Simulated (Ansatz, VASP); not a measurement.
One calculation of YAlSe3, two programs

INCAR

```
PREC = Accurate
ENCUT = 600
EDIFF = 1E-6
ISMEAR = 0
SIGMA = 0.1
LREAL = False
LASPH = True
NELM = 60
ALGO = Normal
ISIF = 3
LWAVE = False
LCHARG = False
GGA = PE
IBRION = 2
NSW = 100
EDIFFG = -0.01
```

File KPOINTS:

```
Automatic mesh
0
Gamma
  8 8 8
```

POSCAR

```
YAlSe3
1.0
    4.8975792776      0.0000000000      0.0000000000
    0.0000000000      4.8975792776      0.0000000000
    0.0000000000      0.0000000000      4.8975792776
Y Al Se
1 1 3
Direct
    0.0000000000      0.0000000000      0.0000000000
    0.5000000000      0.5000000000      0.5000000000
    0.0000000000      0.5000000000      0.5000000000
    0.5000000000      0.0000000000      0.5000000000
    0.5000000000      0.5000000000      0.0000000000
```

Input for Ansatz:

```yaml
crystal:
  lattice:
    - [4.8975792776, 0.0, 0.0]
    - [0.0, 4.8975792776, 0.0]
    - [0.0, 0.0, 4.8975792776]
  atoms:
    - { symbol: "Y", position: [0.0, 0.0, 0.0] }
    - { symbol: Al, position: [0.5, 0.5, 0.5] }
    - { symbol: Se, position: [0.0, 0.5, 0.5] }
    - { symbol: Se, position: [0.5, 0.0, 0.5] }
    - { symbol: Se, position: [0.5, 0.5, 0.0] }
basis:
  ecutwfc: 420
kpoints:
  mp_grid: { grid: [8, 8, 8] }
hamiltonian:
  xc: pbe
scf:
  occupations: { method: gaussian, width: 0.1 }
output:
  forces: true
  stress: true
  eigenvalues: true
relax:
  adjacent_minimum: "off"
  f_tol: 0.01
  max_steps: 80
  cell: { stress_tol: 0.05 }
```

Change from the starting cell: species swapped into the CsPbBr3 type (Pm-3m, No. 221).

Alike in both runs: task relaxation of cell and atoms; functional PBE; k mesh 8 × 8 × 8; occupations gaussian, width 0.1 eV; no spin polarisation.

```csv
,VASP,Ansatz
version,VASP 6.6.1,Ansatz 0.2.0
potentials or method,"VASP PAW PBE potentials, release 64 (Y_sv, Al, Se), cutoff 600 eV","scalar-relativistic, plane waves, PAW"
valence electrons in the cell,32,62
```

```csv
,VASP,Ansatz,Ansatz less VASP
"gap on the k mesh at the Fermi level, each at its own relaxed structure (eV)",none,none,-
relaxed volume (Å³/atom),23.44,23.43,-0.015
relaxed cell length with the largest relative difference (Å),4.894,4.893,-0.0011
```

A gap of «none» marks a metal or a gap that the smearing closes. VASP's potentials hold 32 valence electrons a cell and Ansatz's 62, so a difference there can come from the potentials and not from the codes.
